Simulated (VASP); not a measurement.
Set up this calculation in VASP 6.6.1, as the native input.

```yaml
Task: relaxation of shape and atoms at fixed volume
Functional: PBE
Potentials_or_basis: VASP PAW PBE potentials, release 64 (Si, Ni)
Cutoff: 600 eV
k_mesh: 12 × 12 × 8
Occupations: gaussian, width 0.1 eV
Spin: no spin polarisation
Dipole_correction: no
Further_INCAR_settings: ALGO = Normal; EDIFF = 1e-07; IBRION = 2; EDIFFG = -0.01; NSW = 50; ISIF = 4
```

The structure of SiNi2 lies in POSCAR:

```
SiNi2
1.0
    3.8006768405      0.0000000000      0.0000000000
   -1.9003384203      3.2914826954      0.0000000000
    0.0000000000      0.0000000000      4.8120237669
Si Ni
2 4
Direct
    0.3333333333      0.6666666667      0.7500000000
    0.6666666667      0.3333333333      0.2500000000
    0.0000000000      0.0000000000      0.0000000000
    0.0000000000      0.0000000000      0.5000000000
    0.3333333333      0.6666666667      0.2500000000
    0.6666666667      0.3333333333      0.7500000000
```

The input as run:

INCAR

```
SYSTEM = SiNi2
  PREC = Accurate
  ENCUT = 600
  EDIFF = 1E-7
  ISMEAR = 0
  SIGMA = 0.1
  LREAL = .FALSE.
  LASPH = .TRUE.
  NELM = 120
  ALGO = Normal
  ISIF = 4
  LWAVE = .FALSE.
  LCHARG = .FALSE.
  GGA = PE
  IBRION = 2
  NSW = 50
  EDIFFG = -0.01
  GGA_COMPAT = .FALSE.
  NELMIN = 4
```

KPOINTS

```
regular mesh
0
G
  12 12 8
  0 0 0
```

Potentials or basis: VASP PAW PBE potentials, release 64 (Si, Ni).

The run is started by

```console
$ cat potpaw_PBE.64/Si/POTCAR potpaw_PBE.64/Ni/POTCAR > POTCAR
$ mpirun -np 1 vasp_std > vasp.out
```

It gave:

```json
{
  "Energy gained by relaxing": "0.1 meV/atom",
  "Ionic steps": "2",
  "Pressure after relaxing": "23.5 GPa",
  "Band gap on the k mesh": "zero (bands 24 and 25 overlap by 3.60 eV)"
}
```

Wall time 3.5 min on 1 thread of Intel(R) Xeon(R) 6975P-C (Granite Rapids), on a shared host, peak memory 0.29 GiB.
